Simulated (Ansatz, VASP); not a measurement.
**AlNi: VASP beside Ansatz**

The input INCAR:

```
ALGO = Fast
EDIFF = 1E-6
ENCUT = 520
GGA = PE
ISIF = 2
ISMEAR = 0
LASPH = T
LCHARG = F
LREAL = F
LWAVE = F
NBANDS = 14
NELM = 60
PREC = Accurate
SIGMA = 0.15
```

The input KPOINTS:

```
k-points
0
Gamma
  18 18 18
```

File POSCAR:

```
AlNi
1.0
    2.8918664525      0.1807416533      0.1807416533
    0.1807416533      2.8918664525      0.1807416533
    0.1807416533      0.1807416533      2.8918664525
Al Ni
1 1
Direct
    0.0000000000      0.0000000000      0.0000000000
    0.5000000000      0.5000000000      0.5000000000
```

Input for Ansatz:

```yaml
crystal:
  lattice:
    - [2.8918664525, 0.1807416533, 0.1807416533]
    - [0.1807416533, 2.8918664525, 0.1807416533]
    - [0.1807416533, 0.1807416533, 2.8918664525]
  atoms:
    - { symbol: Al, position: [0.0, 0.0, 0.0] }
    - { symbol: Ni, position: [0.5, 0.5, 0.5] }
basis:
  ecutwfc: 420
kpoints:
  mp_grid: { grid: [18, 18, 18] }
hamiltonian:
  xc: pbe
scf:
  occupations: { method: gaussian, width: 0.15 }
output:
  forces: true
  stress: true
  eigenvalues: true
  write_density: true
  write_potential: true
  elf: true
  volumetric_format: npy
```

Alike in both runs: task single point; functional PBE; k mesh 18 × 18 × 18; occupations gaussian, width 0.15 eV; no spin polarisation.

|  | VASP | Ansatz |
| --- | --- | --- |
| version | VASP 6.6.1 | Ansatz 0.2.0 |
| potentials or method | VASP PAW PBE potentials, release 64 (Al, Ni), cutoff 520 eV | scalar-relativistic, plane waves, PAW |
| valence electrons in the cell | 13 | 21 |

Ansatz gave:

```
gap on the k mesh at the Fermi level (eV)                     : none
pressure (GPa)                                                : 7.2
traceless stress, the component that is largest in VASP (GPa) : -9.69
```

**Question.** Estimate VASP's values.

**Answer.** gap on the k mesh at the Fermi level (eV): none; pressure (GPa): 7.2; traceless stress, the component that is largest in VASP (GPa): -9.65.

A gap of «none» marks a metal or a gap that the smearing closes. VASP's potentials hold 13 valence electrons a cell and Ansatz's 21, so a difference there can come from the potentials and not from the codes.
